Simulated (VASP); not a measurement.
Cs3Hg:

```
CELL_PARAMETERS angstrom
6.78354 0.00000 0.00000
0.00000 6.78354 0.00000
0.00000 0.00000 6.78354
ATOMIC_POSITIONS crystal
Cs 0.00000 0.50000 0.50000
Cs 0.50000 0.00000 0.50000
Cs 0.50000 0.50000 0.00000
Hg 0.00000 0.00000 0.00000
```

| Property | Result |
| --- | --- |
| Program | VASP 6.6.1 |
| Task | relaxation of cell and atoms |
| Functional | r2SCAN |
| Potentials or basis | VASP PAW PBE potentials, release 64 (Cs_sv, Hg) |
| Cutoff | 600 eV |
| k mesh | 4 × 4 × 4 |
| Occupations | fermi-dirac, width 0.02 eV |
| Spin | no spin polarisation |

At the start: pressure -0.2 GPa; volume 78.04 Å³/atom.

Question: Where does the relaxation end?

Answer: Over 5 steps the energy falls by 3.0 meV/atom and the volume is 72.33 Å³/atom (-7.3 %); space group Pm-3m (No. 221, to 0.1 Å) before and after.

Step by step:
| step | energy change (eV) | largest force (eV/Å) | pressure (GPa) | volume (Å³) |
| --- | --- | --- | --- | --- |
| 1 | 0.0000 | 0.0000 | -0.15 | 312.15 |
| 2 | -0.0031 | 0.0000 | -0.13 | 308.76 |
| 3 | -0.0095 | 0.0000 | -0.08 | 299.18 |
| 4 | -0.0101 | 0.0000 | 0.07 | 280.63 |
| 5 | -0.0120 | 0.0000 | -0.01 | 289.32 |

Final structure:
```
Cs Hg
1.0
     6.61396    0.00000    0.00000
     0.00000    6.61396    0.00000
     0.00000    0.00000    6.61396
Cs Hg
3 1
Direct
  0.00000 0.50000 0.50000
  0.50000 0.00000 0.50000
  0.50000 0.50000 0.00000
  0.00000 0.00000 0.00000
```

Caveat: the PAW data sets were made with another functional, which shifts forces and pressure a little.
